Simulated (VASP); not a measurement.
# HfSi3O2 (P-3m1) in VASP: further runs

Runs on HfSi3O2. Level: PBE. Tasks: single point, relaxation of cell and atoms.

Everything below comes from runs of VASP 6.6.1. Logs are shortened: lines on timing, memory, paths and dates and some standing lists are left out, and cuts for length are marked.

## Step 1: The cell of the first run

It takes space group P-3m1 (No. 164, trigonal). The conventional cell has a = 3.756 Å, b = 3.756 Å, c = 7.094 Å, α = 90.00°, β = 90.00°, γ = 120.00°. Hf (site symmetry -3m) has 6 O at 2.25 Å within 3.0 Å. Within 2.4 Å of Si (site symmetry 3m) lie 1 O at 1.78 Å. Si (site symmetry -3m) has 6 Si at 2.46 Å within 3.2 Å. Within 2.4 Å of O (site symmetry 3m) lie 1 Si at 1.78 Å and 3 Hf at 2.25 Å.

## Step 2: Single point, PBE

INCAR reads:

```
  ALGO = Normal
  EDIFF = 1E-7
  ENCUT = 520
  GGA = PE
  ISIF = 2
  ISMEAR = 0
  LASPH = True
  LCHARG = False
  LREAL = False
  LWAVE = False
  NBANDS = 26
  NELM = 60
  PREC = Accurate
  SIGMA = 0.2
```

KPOINTS reads:

```
k-points
0
Gamma
  6 6 2
```

POSCAR reads:

```
HfSi3O2
1.0
    3.7563926935      0.0000000000      0.0000000000
   -1.8781963467      3.2531314991      0.0000000000
    0.0000000000      0.0000000000      7.0940612319
Hf Si O
1 3 2
Direct
    0.0000000000      0.0000000000      0.0000000000
    0.3333333333      0.6666666667      0.3363160122
    0.6666666667      0.3333333333      0.6636839878
    0.0000000000      0.0000000000      0.5000000000
    0.3333333333      0.6666666667      0.0850194363
    0.6666666667      0.3333333333      0.9149805637
```

Potentials or basis: VASP PAW PBE potentials, release 64 (Hf_pv, Si, O).

On the command line:

```sh
$ cat potpaw_PBE.64/Hf_pv/POTCAR potpaw_PBE.64/Si/POTCAR potpaw_PBE.64/O/POTCAR > POTCAR
$ mpirun -np 1 vasp_std > vasp.out
```

OUTCAR:

```text
EDIFF = 1E-7
   ENCUT = 520
   GGA = PE
   ISIF = 2
   ISMEAR = 0
   LASPH = True
   LREAL = False
   NELM = 60
   PREC = Accurate

 ion  position               nearest neighbor table
   1  0.000  0.000  0.000-   5 2.25   6 2.25   5 2.25   6 2.25   6 2.25   5 2.25   2 3.22   3 3.22
                             2 3.22   3 3.22   2 3.22   3 3.22
   2  0.333  0.667  0.336-   5 1.78   4 2.46   4 2.46   4 2.46   1 3.22   1 3.22   1 3.22
   3  0.667  0.333  0.664-   6 1.78   4 2.46   4 2.46   4 2.46   1 3.22   1 3.22   1 3.22
   4  0.000  0.000  0.500-   2 2.46   3 2.46   2 2.46   3 2.46   3 2.46   2 2.46
   5  0.333  0.667  0.085-   2 1.78   1 2.25   1 2.25   1 2.25
   6  0.667  0.333  0.915-   3 1.78   1 2.25   1 2.25   1 2.25

  LATTYP: Found a hexagonal cell.
 ALAT       =     3.7563926935
 C/A-ratio  =     1.8885302498

  Lattice vectors:

 A1 = (   3.7563926935,   0.0000000000,   0.0000000000)
 A2 = (  -1.8781963467,   3.2531314991,   0.0000000000)
 A3 = (   0.0000000000,   0.0000000000,   7.0940612319)

Analysis of symmetry for initial positions (statically):
=====================================================================
 Subroutine PRICEL returns:
 Original cell was already a primitive cell.

 Routine SETGRP: Setting up the symmetry group for a
 hexagonal supercell.

 Subroutine GETGRP returns: Found 12 space group operations
 (whereof 12 operations were pure point group operations)
 out of a pool of 24 trial point group operations.

The static configuration has the point symmetry D_3d.

Analysis of symmetry for dynamics (positions and initial velocities):
=====================================================================
 Subroutine PRICEL returns:
 Original cell was already a primitive cell.

 Routine SETGRP: Setting up the symmetry group for a
 hexagonal supercell.

 Subroutine GETGRP returns: Found 12 space group operations
 (whereof 12 operations were pure point group operations)
 out of a pool of 24 trial point group operations.

The dynamic configuration has the point symmetry D_3d.

 Subroutine INISYM returns: Found 12 space group operations
 (whereof 12 operations are pure point group operations),
 and found     1 'primitive' translations

----------------------------------------------------------------------------------------

                                     Primitive cell
[... 88 lines left out ...]
   EDIFF  = 0.1E-06   stopping-criterion for ELM
   LREAL  =      F    real-space projection
   EDIFFG = 0.1E-05   stopping-criterion for IOM
   NSW    =      0    number of steps for IOM
   IBRION =     -1    ionic relax: 0-MD 1-quasi-New 2-CG
   NFREE  =      0    steps in history (QN), initial steepest desc. (CG)
   ISIF   =      2    stress and relaxation
   ISYM   =      2    0-nonsym 1-usesym 2-fastsym
   POTIM  = 0.5000    time-step for ionic-motion
   TEBEG  =    0.0;   TEEND  =   0.0 temperature during run
   PSTRESS=    0.0 pullay stress
   NELECT =      34.0000    total number of electrons
   NUPDOWN=      -1.0000    fix difference up-down
   EMIN   =  10.00;   EMAX   =-10.00  energy-range for DOS
   EFERMI =   0.00;   METHOD = LEGACY
   ISMEAR =     0;   SIGMA  =   0.20  broadening in eV -4-tet -1-fermi 0-gaus
   EFERMI_NEDOS =   21; number of points for ismear=-14 and -15
   IALGO  =     38    algorithm
   IMIX   =      4    mixing-type and parameters
     AMIX     =   0.40;   BMIX     =  1.00
     AMIX_MAG =   1.60;   BMIX_MAG =  1.00
  volume/ion in A,a.u.               =      14.45        97.50
  Fermi-wavevector in a.u.,A,eV,Ry     =   1.198336  2.264527 19.538092  1.436009
  Thomas-Fermi vector in A             =   2.334228
   LORBIT       =      0    0 simple, 1 ext, 2 COOP (PROOUT), +10 PAW based schemes
   GGA     = PE    functional components
   LHFCALC =     F    Hartree Fock is set to
   AEXX    =    0.0000 exact exchange contribution
   IVDW    =     0    specifies the selected vdW correction
   LEPSILON=     F    determine dielectric tensor
   LRPA    =     F    only Hartree local field effects (RPA)
 non-spin polarized calculation
 Gauss-broadening in eV      SIGMA  =   0.20
  energy-cutoff  :      520.00
  volume of cell :       86.69
 maximum number of plane-waves:      2348
 NGX is ok and might be reduce to    28
   NGX = 13   NGY = 13   NGZ = 27

 number of electron      33.9999999 magnetization

 Free energy of the ion-electron system (eV)
  ---------------------------------------------------
  ext. energy  EPLUGINS =         0.00000000
  ---------------------------------------------------
  free energy    TOTEN  =       -42.82151734 eV

  energy without entropy =      -42.77726347  energy(sigma->0) =      -42.79939041

 E-fermi :   7.4721     XC(G=0): -10.7558

 val. band max:        7.4548809895   @ k =   0.1667   0.1667   0.0000
 cond. band min:       7.4742784200   @ k =   0.3333  -0.0000   0.0000
 fundamental gap:      0.0193974304
 Fermi energy:         7.4721378149

 k-point     1 :       0.0000    0.0000    0.0000
  band No.  band energies     occupation
      1     -25.1830      2.00000
      2     -25.1830      2.00000
      3     -25.1135      2.00000
      4     -14.4354      2.00000
      5     -12.8263      2.00000
      6      -5.0955      2.00000
[... 395 lines left out ...]
     25      12.6152      0.00000
     26      12.7695      0.00000

------------------------ aborting loop because EDIFF is reached ----------------------------------------

  FORCE on cell =-STRESS in cart. coord.  units (eV):
  Direction    XX          YY          ZZ          XY          YZ          ZX
  --------------------------------------------------------------------------------------
  -------------------------------------------------------------------------------------
  Total       -0.5965137     -0.5965137     -0.2436787     -0.0000000      0.0000000     -0.0000000
  in kB      -11.0246163    -11.0246163     -4.5036075     -0.0000000      0.0000000     -0.0000000
  external PRESSURE =      -8.8509467 kB  Pullay stress =       0.0000000 kB

 VOLUME and BASIS-vectors are now :
 -----------------------------------------------------------------------------
  energy-cutoff  :      520.00
  volume of cell :       86.69
      direct lattice vectors                 reciprocal lattice vectors
     3.756392694  0.000000000  0.000000000     0.266212849  0.153698060  0.000000000
    -1.878196347  3.253131499  0.000000000     0.000000000  0.307396120  0.000000000
     0.000000000  0.000000000  7.094061232     0.000000000  0.000000000  0.140962978

 POSITION                                       TOTAL-FORCE (eV/Angst)
 -----------------------------------------------------------------------------------
      0.00000      0.00000      0.00000         0.000000      0.000000      0.000000
     -0.00000      2.16875      2.38585        -0.000000     -0.000000     -0.070652
      1.87820      1.08438      4.70821         0.000000     -0.000000      0.070652
      0.00000      0.00000      3.54703         0.000000      0.000000      0.000000
     -0.00000      2.16875      0.60313        -0.000000      0.000000     -0.074581
      1.87820      1.08438      6.49093         0.000000     -0.000000      0.074581
 -----------------------------------------------------------------------------------
    total drift:                                0.000000     -0.000000      0.000000

  FREE ENERGIE OF THE ION-ELECTRON SYSTEM (eV)
  ---------------------------------------------------
  free  energy   TOTEN  =       -42.8215173383 eV

  energy  without entropy=      -42.7772634735  energy(sigma->0) =      -42.79939041
```

stdout:

```text
POSCAR found type information on POSCAR HfSiO
 POSCAR found :  3 types and       6 ions
 scaLAPACK will be used
 LDA part: xc-table for (Slater+PW92), standard interpolation
 POSCAR, INCAR and KPOINTS ok, starting setup
 FFT: planning ... GRIDC
 FFT: planning ... GRID_SOFT
 FFT: planning ... GRID
 WAVECAR not read
 entering main loop
```

Run time: 15 s. Hardware: 1 thread of Intel Xeon 6975P-C (Granite Rapids), shared host; peak memory 0.2 GiB.

Results:

| Quantity | Value |
| --- | --- |
| Free energy | -42.8215 eV |
| Pressure | -0.9 GPa |
| Largest force | 0.075 eV/Å |
| Band gap on the k mesh | zero (band 17 reaches 8.41 eV, above the bottom of band 18 at 7.15 eV) |

Forces in eV/Å, atoms in the order of the input:
```
Hf   0.000  0.000  0.000
Si   0.000  0.000 -0.071
Si   0.000  0.000  0.071
Si   0.000  0.000  0.000
O    0.000  0.000 -0.075
O    0.000  0.000  0.075
```

Stress tensor (GPa, compression positive):
```
-1.10  0.00  0.00
 0.00 -1.10  0.00
 0.00  0.00 -0.45
```

Caveat: the k points lie up to 0.44 Å⁻¹ apart; spin-orbit coupling is left out, which moves the levels of the heavy elements.

(Continued in part 2 of 2.)
